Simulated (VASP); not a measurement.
# HfN (I-4m2) in VASP: notebook, part 2 of 3

VASP 6.6.1.

## (3) Single point, PBEsol (strain +0.000 along x and y, -0.050 along z)

INCAR

```
SYSTEM = HfN
PREC = Accurate
ENCUT = 520
EDIFF = 1E-6
ISMEAR = 0
SIGMA = 0.15
LREAL = .False.
LASPH = .True.
NELM = 80
ALGO = Normal
ISIF = 2
LWAVE = .False.
LCHARG = .False.
GGA = PS
NBANDS = 14
```

KPOINTS

```
Automatic mesh
0
Gamma
  16 16 16
  0 0 0
```

POSCAR

```
HfN
1.0
    0.0000000000      2.4548220000      2.3320809000
    2.4548220000      0.0000000000      2.3320809000
    2.4548220000      2.4548220000      0.0000000000
Hf N
1 1
Direct
    0.0000000000      0.0000000000      0.0000000000
    0.7500000000      0.7500000000      0.7500000000
```

Potentials or basis: VASP PAW PBE potentials, release 64 (Hf_pv, N).

Launch:

```sh
$ cat potpaw_PBE.64/Hf_pv/POTCAR potpaw_PBE.64/N/POTCAR > POTCAR
$ mpirun -np 1 vasp_std > vasp.out
```

OUTCAR:

```text
SYSTEM = HfN
   PREC = Accurate
   ENCUT = 520
   EDIFF = 1E-6
   ISMEAR = 0
   LREAL = .False.
   LASPH = .True.
   NELM = 80
   ISIF = 2
   GGA = PS

 ion  position               nearest neighbor table
   1  0.000  0.000  0.000-   2 2.09   2 2.09   2 2.09   2 2.09
   2  0.750  0.750  0.750-   1 2.09   1 2.09   1 2.09   1 2.09

  LATTYP: Found a body centered tetragonal cell.
 ALAT       =     3.4716425656
 C/A-ratio  =     1.3435028843

  Lattice vectors:

 A1 = (   0.0000000000,  -2.4548220000,  -2.3320809000)
 A2 = (   0.0000000000,   2.4548220000,  -2.3320809000)
 A3 = (   2.4548220000,   0.0000000000,   2.3320809000)

Analysis of symmetry for initial positions (statically):
=====================================================================
 Subroutine PRICEL returns:
 Original cell was already a primitive cell.

 Routine SETGRP: Setting up the symmetry group for a
 body centered tetragonal supercell.

 Subroutine GETGRP returns: Found  8 space group operations
 (whereof  8 operations were pure point group operations)
 out of a pool of 16 trial point group operations.

The static configuration has the point symmetry D_2d.

Analysis of symmetry for dynamics (positions and initial velocities):
=====================================================================
 Subroutine PRICEL returns:
 Original cell was already a primitive cell.

 Routine SETGRP: Setting up the symmetry group for a
 body centered tetragonal supercell.

 Subroutine GETGRP returns: Found  8 space group operations
 (whereof  8 operations were pure point group operations)
 out of a pool of 16 trial point group operations.

The dynamic configuration has the point symmetry D_2d.

 Subroutine INISYM returns: Found  8 space group operations
 (whereof  8 operations are pure point group operations),
 and found     1 'primitive' translations

----------------------------------------------------------------------------------------

                                     Primitive cell
[... 121 lines left out ...]
   LRPA    =     F    only Hartree local field effects (RPA)
 non-spin polarized calculation
 Gauss-broadening in eV      SIGMA  =   0.15
  energy-cutoff  :      520.00
  volume of cell :       28.11
 maximum number of plane-waves:       772
 NGX is ok and might be reduce to    28
   NGX = 13   NGY = 13   NGZ = 13

 number of electron      15.0000001 magnetization

 Free energy of the ion-electron system (eV)
  ---------------------------------------------------
  ext. energy  EPLUGINS =         0.00000000
  ---------------------------------------------------
  free energy    TOTEN  =       -22.24170512 eV

  energy without entropy =      -22.23458153  energy(sigma->0) =      -22.23814333

 E-fermi :   6.0152     XC(G=0): -11.6445

 val. band max:        6.0009637461   @ k =  -0.3125   0.2500   0.1250
 cond. band min:       6.0349529685   @ k =   0.2500   0.0000   0.1875
 fundamental gap:      0.0339892224
 Fermi energy:         6.0152227089

 k-point     1 :       0.0000    0.0000    0.0000
  band No.  band energies     occupation
      1     -24.8778      2.00000
      2     -24.8721      2.00000
      3     -24.8721      2.00000
      4     -10.3545      2.00000
      5       0.2850      2.00000
      6       0.2850      2.00000
      7       0.4183      2.00000
      8       5.3839      2.00000
      9       7.9758      0.00000
     10       8.6669      0.00000
     11      12.6159      0.00000
     12      12.6160      0.00000
     13      13.4851      0.00000
     14      18.5471      0.00000
[... 377 lines left out ...]
      1     -24.9254      2.00000
      2     -24.8937      2.00000
      3     -24.8780      2.00000
      4     -10.2158      2.00000
      5       0.0748      2.00000
      6       0.3480      2.00000
      7       0.5244      2.00000
      8       5.9299      1.57861
      9       7.6882      0.00000
     10       8.5271      0.00000
     11      12.4959      0.00000
     12      13.0059      0.00000
     13      13.5176      0.00000
     14      18.3610      0.00000

 [... further k-points ...]

------------------------ aborting loop because EDIFF is reached ----------------------------------------

  FORCE on cell =-STRESS in cart. coord.  units (eV):
  Direction    XX          YY          ZZ          XY          YZ          ZX
  --------------------------------------------------------------------------------------
  -------------------------------------------------------------------------------------
  Total        0.3685677      0.3685677      1.5836066      0.0000000      0.0000000     -0.0000000
  in kB       21.0094282     21.0094282     90.2701689      0.0000000      0.0000000     -0.0000000
  external PRESSURE =      44.0963418 kB  Pullay stress =       0.0000000 kB

 VOLUME and BASIS-vectors are now :
 -----------------------------------------------------------------------------
  energy-cutoff  :      520.00
  volume of cell :       28.11
      direct lattice vectors                 reciprocal lattice vectors
     0.000000000  2.454822000  2.332080900    -0.203680756  0.203680756  0.214400795
     2.454822000  0.000000000  2.332080900     0.203680756 -0.203680756  0.214400795
     2.454822000  2.454822000  0.000000000     0.203680756  0.203680756 -0.214400795

 POSITION                                       TOTAL-FORCE (eV/Angst)
 -----------------------------------------------------------------------------------
      0.00000      0.00000      0.00000        -0.000000     -0.000000     -0.000000
      3.68223      3.68223      3.49812         0.000000      0.000000      0.000000
 -----------------------------------------------------------------------------------
    total drift:                                0.000000      0.000000     -0.000000

  FREE ENERGIE OF THE ION-ELECTRON SYSTEM (eV)
  ---------------------------------------------------
  free  energy   TOTEN  =       -22.2417051219 eV

  energy  without entropy=      -22.2345815333  energy(sigma->0) =      -22.23814333
```

stdout:

```text
POSCAR found type information on POSCAR HfN
 POSCAR found :  2 types and       2 ions
 scaLAPACK will be used
 -----------------------------------------------------------------------------
|                                                                             |
|                                                                             |
|     You enforced a specific xc type in the INCAR file but a different       |
|     I HOPE YOU KNOW WHAT YOU ARE DOING!                                     |
|                                                                             |
 -----------------------------------------------------------------------------

 LDA part: xc-table for (Slater+PW92), standard interpolation
 POSCAR, INCAR and KPOINTS ok, starting setup
 FFT: planning ... GRIDC
 FFT: planning ... GRID_SOFT
 FFT: planning ... GRID
 WAVECAR not read
 entering main loop
```

Wall time 2.5 min (1 thread of AMD EPYC 9R14 (Zen 4), shared host); peak memory 0.24 GiB.

What came out:

```yaml
Free_energy: -22.2417 eV
Pressure: 4.4 GPa
Band_gap_on_the_k_mesh: zero (an odd number of electrons rules out a gap without spin polarisation)
```

Levels at points of the mesh, in eV from the Fermi level:
```
           k point  band 6  band 7  band 8  band 9  band 10  band 11
(0.00, 0.00, 0.00)   -5.73   -5.60   -0.63    1.96     2.65     6.60
(0.50, 0.00, 0.00)   -5.20   -4.93    1.60    2.86     2.89     4.28
(0.50, 0.50, 0.00)   -3.75   -3.75   -0.93    2.35     4.25     4.93
(0.50, 0.00, 0.50)   -3.70   -3.53   -1.29    2.13     4.36     4.89
```

Caveat: the cell differs from its parent crystal (strain +0.000 along x and y, -0.050 along z); the stress differs along the axes, from 2 to 9 GPa; the PAW data sets were made with another functional, which shifts forces and pressure a little; spin-orbit coupling is left out, which moves the levels of the heavy elements; an odd number of electrons without spin polarisation forces a metal; a magnetic or distorted state may lie lower.

## (4) Single point, PBEsol (strain -0.025 along x and y, +0.050 along z)

INCAR

```
ALGO = Normal
EDIFF = 1E-6
ENCUT = 520
GGA = PS
ISIF = 2
ISMEAR = 0
LASPH = True
LCHARG = True
LELF = True
LREAL = False
LVHAR = True
LWAVE = False
NBANDS = 14
NELM = 80
PREC = Accurate
SIGMA = 0.15
```

KPOINTS

```
k-points
0
Gamma
  16 16 16
```

POSCAR

```
HfN
1.0
    0.0000000000      2.3934514500      2.5775631000
    2.3934514500      0.0000000000      2.5775631000
    2.3934514500      2.3934514500      0.0000000000
Hf N
1 1
Direct
    0.0000000000      0.0000000000      0.0000000000
    0.7500000000      0.7500000000      0.7500000000
```

Potentials or basis: VASP PAW PBE potentials, release 64 (Hf_pv, N).

Launch:

```sh
$ cat potpaw_PBE.64/Hf_pv/POTCAR potpaw_PBE.64/N/POTCAR > POTCAR
$ mpirun -np 1 vasp_std > vasp.out
```

OUTCAR:

```text
EDIFF = 1E-6
   ENCUT = 520
   GGA = PS
   ISIF = 2
   ISMEAR = 0
   LASPH = True
   LREAL = False
   NELM = 80
   PREC = Accurate

 ion  position               nearest neighbor table
   1  0.000  0.000  0.000-   2 2.13   2 2.13   2 2.13   2 2.13
   2  0.750  0.750  0.750-   1 2.13   1 2.13   1 2.13   1 2.13

  LATTYP: Found a body centered tetragonal cell.
 ALAT       =     3.3848515015
 C/A-ratio  =     1.5229992210

  Lattice vectors:

 A1 = (  -2.3934514500,   0.0000000000,   2.5775631000)
 A2 = (   2.3934514500,   0.0000000000,   2.5775631000)
 A3 = (   0.0000000000,   2.3934514500,  -2.5775631000)

Analysis of symmetry for initial positions (statically):
=====================================================================
 Subroutine PRICEL returns:
 Original cell was already a primitive cell.

 Routine SETGRP: Setting up the symmetry group for a
 body centered tetragonal supercell.

 Subroutine GETGRP returns: Found  8 space group operations
 (whereof  8 operations were pure point group operations)
 out of a pool of 16 trial point group operations.

The static configuration has the point symmetry D_2d.

[... 175 lines left out ...]
      6       0.2761      2.00000
      7       0.2761      2.00000
      8       4.8482      2.00000
      9       7.3744      0.00000
     10       8.2892      0.00000
     11      11.3684      0.00000
     12      12.5844      0.00000
     13      12.5844      0.00000
     14      17.9251      0.00000
[... 377 lines left out ...]
      1     -25.4939      2.00000
      2     -25.4470      2.00000
      3     -25.4427      2.00000
      4     -10.3530      2.00000
      5      -0.0407      2.00000
      6       0.1902      2.00000
      7       0.3467      2.00000
      8       5.4061      1.96857
      9       7.4724      0.00000
     10       7.9293      0.00000
     11      11.4704      0.00000
     12      12.3479      0.00000
     13      12.8749      0.00000
     14      17.4593      0.00000

 [... further k-points ...]

------------------------ aborting loop because EDIFF is reached ----------------------------------------

  FORCE on cell =-STRESS in cart. coord.  units (eV):
  Direction    XX          YY          ZZ          XY          YZ          ZX
  --------------------------------------------------------------------------------------
  -------------------------------------------------------------------------------------
  Total       -0.3166491     -0.3166491     -2.5896530      0.0000000      0.0000000      0.0000000
  in kB      -17.1790979    -17.1790979   -140.4958897      0.0000000      0.0000000      0.0000000
  external PRESSURE =     -58.2846952 kB  Pullay stress =       0.0000000 kB

 VOLUME and BASIS-vectors are now :
 -----------------------------------------------------------------------------
  energy-cutoff  :      520.00
  volume of cell :       29.53
      direct lattice vectors                 reciprocal lattice vectors
     0.000000000  2.393451450  2.577563100    -0.208903339  0.208903339  0.193981672
     2.393451450  0.000000000  2.577563100     0.208903339 -0.208903339  0.193981672
     2.393451450  2.393451450  0.000000000     0.208903339  0.208903339 -0.193981672

 POSITION                                       TOTAL-FORCE (eV/Angst)
 -----------------------------------------------------------------------------------
      0.00000      0.00000      0.00000         0.000000      0.000000     -0.000000
      3.59018      3.59018      3.86634        -0.000000     -0.000000      0.000000
 -----------------------------------------------------------------------------------
    total drift:                                0.000000      0.000000      0.000000

  FREE ENERGIE OF THE ION-ELECTRON SYSTEM (eV)
  ---------------------------------------------------
  free  energy   TOTEN  =       -22.2030467975 eV

  energy  without entropy=      -22.1949552688  energy(sigma->0) =      -22.19900103
```

OSZICAR:

```text
N       E                     dE             d eps       ncg     rms          rms(c)
DAV:   1     0.411884041501E+02    0.41188E+02   -0.77146E+03  9804   0.976E+02
DAV:   2    -0.230223536796E+02   -0.64211E+02   -0.59940E+02 13262   0.232E+02
DAV:   3    -0.255119812884E+02   -0.24896E+01   -0.24790E+01 11470   0.378E+01
DAV:   4    -0.255261652467E+02   -0.14184E-01   -0.14181E-01 11518   0.339E+00
DAV:   5    -0.255263071137E+02   -0.14187E-03   -0.14187E-03 11560   0.299E-01    0.542E+01
DAV:   6    -0.223548632652E+02    0.31714E+01   -0.11634E+01 10834   0.235E+01    0.393E+01
DAV:   7    -0.222325469911E+02    0.12232E+00   -0.68529E-01 10528   0.727E+00    0.245E+01
DAV:   8    -0.222112015125E+02    0.21345E-01   -0.11174E-01 11722   0.293E+00    0.631E+00
DAV:   9    -0.222032585825E+02    0.79429E-02   -0.21739E-02 10960   0.110E+00    0.175E+00
DAV:  10    -0.222030948705E+02    0.16371E-03   -0.16448E-03 11788   0.360E-01    0.351E-01
DAV:  11    -0.222030491464E+02    0.45724E-04   -0.13594E-04 11044   0.108E-01    0.847E-02
DAV:  12    -0.222030468995E+02    0.22469E-05   -0.21213E-05 13090   0.356E-02    0.238E-02
DAV:  13    -0.222030467975E+02    0.10198E-06   -0.81002E-07  6608   0.870E-03
   1 F= -.22203047E+02 E0= -.22199001E+02  d E =-.809153E-02
```

It took 2.5 min on 1 thread of AMD EPYC 9R14 (Zen 4), shared host; peak memory 0.25 GiB.

Results:

- Free energy: -22.2030 eV
- Pressure: -5.8 GPa
- Band gap on the k mesh: zero (an odd number of electrons rules out a gap without spin polarisation)

Stress tensor (GPa, compression positive):
```
 -1.72   0.00   0.00
  0.00  -1.72   0.00
  0.00   0.00 -14.05
```

Caveat: the cell differs from its parent crystal (strain -0.025 along x and y, +0.050 along z); the stress differs along the axes, from -14 to -2 GPa; the PAW data sets were made with another functional, which shifts forces and pressure a little; spin-orbit coupling is left out, which moves the levels of the heavy elements; an odd number of electrons without spin polarisation forces a metal; a magnetic or distorted state may lie lower.

(Continued in part 3 of 3.)

The gap in the log of VASP goes by the Fermi energy; the results here count the filled bands.